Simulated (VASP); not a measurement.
Here is a VASP 6.6.1 calculation.

INCAR

```
SYSTEM = Si16C
ALGO     = Normal         ! electronic algorithm
DIPOL    = 0.5 0.5 0.324
EDIFF    = 1E-7           ! SCF threshold, eV
ENCUT    = 520            ! plane-wave cutoff, eV
GGA      = PE             ! functional
IDIPOL   = 3            
ISIF     = 2              ! what is computed and relaxed
ISMEAR   = 0              ! smearing method
ISPIN    = 2              ! spin polarisation
LASPH    = .True.         ! aspherical terms in the spheres
LCHARG   = .True.         ! write CHGCAR
LDIPOL   = .True.       
LELF     = .True.         ! ELF
LORBIT   = 11             ! projections on sites
LREAL    = Auto         
LVACPOTAV= .True.       
LVHAR    = .True.       
LWAVE    = .False.        ! write WAVECAR
MAGMOM   = 0 0 0 0 0 0 0 0 0 0 0 0 0 0 0 0 2 ! initial moments
NBANDS   = 52             ! bands
NELM     = 150            ! most SCF steps
PREC     = Accurate       ! precision mode
SIGMA    = 0.05           ! smearing width, eV
```

KPOINTS

```
k-points
0
Gamma
  4 4 1
  0 0 0
```

POSCAR

```
Si16C
1.0
    7.7021643869      0.0000000000      0.0000000000
    0.0000000000      6.3646811531      0.0000000000
    0.0000000000      0.0000000000     19.7525434939
Si C
16 1
Direct
    0.0000000000      0.9370679262      0.2025055660
    0.5000000000      0.9370679262      0.2025055660
    0.0000000000      0.5629320738      0.2025055660
    0.5000000000      0.5629320738      0.2025055660
    0.2500000000      0.4370679262      0.2587875163
    0.7500000000      0.4370679262      0.2587875163
    0.2500000000      0.0629320738      0.2587875163
    0.7500000000      0.0629320738      0.2587875163
    0.2500000000      0.9333044689      0.3720589473
    0.7500000000      0.9333044689      0.3720589473
    0.2500000000      0.5666955311      0.3720589473
    0.7500000000      0.5666955311      0.3720589473
    0.0000000000      0.4259907553      0.4177964978
    0.5000000000      0.4259907553      0.4177964978
    0.0000000000      0.0740092447      0.4177964978
    0.5000000000      0.0740092447      0.4177964978
    0.0000000000      0.4259907553      0.5111938825
```

Potentials or basis: VASP PAW PBE potentials, release 64 (Si, C).

Launch:

```bash
$ cat potpaw_PBE.64/Si/POTCAR potpaw_PBE.64/C/POTCAR > POTCAR
$ mpirun -np 1 vasp_std > vasp.out
```

(1) Estimate the net moment.

(2) Predict the largest force.

## Answers

(1) 0.84 μB per cell.

(2) 1.050 eV/Å.

Caveat: a moment this small can come from the mesh or the smearing.
